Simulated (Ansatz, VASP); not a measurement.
## Two plane-wave programs on BP3

```xyz
8
Lattice="7.0587 0.0000 0.0000 0.0000 4.6577 3.4971 0.0000 -4.6577 3.4971" Properties=species:S:1:pos:R:3 pbc="T T T"
B    -0.5808    2.3288    1.8045
B     0.5808   -2.3288    1.8045
P     5.1666    1.1959    0.8692
P     5.1666   -1.1959    4.3663
P     1.8921    1.1959    4.3663
P     1.8921   -1.1959    0.8692
P    -0.2770   -2.3288    3.4512
P     7.3357    2.3288    3.4512
```

Alike in both runs: functional PBE; k mesh 4 × 4 × 4; occupations gaussian, width 0.1 eV; no spin polarisation.

Ansatz relaxed the structure, and its values are those at the end. VASP's run is a single point on that final structure, the one shown.

```csv
,VASP,Ansatz
version,VASP 6.6.1,Ansatz 0.2.0
potentials or method,"VASP PAW PBE potentials, release 64 (B_h, P), cutoff 910 eV","scalar-relativistic, plane waves, PAW"
valence electrons in the cell,36,36
```

Ansatz gave:

| Property | Result |
| --- | --- |
| gap on the k mesh at the Fermi level (eV) | 2.02 |
| least direct gap on the mesh (eV) | 2.06 |
| rms of the force components (eV/Å) | 0.006 |

**Question.** Estimate VASP's values.

**Answer.** gap on the k mesh at the Fermi level (eV): 2.02; least direct gap on the mesh (eV): 2.06; rms of the force components (eV/Å): 0.057.
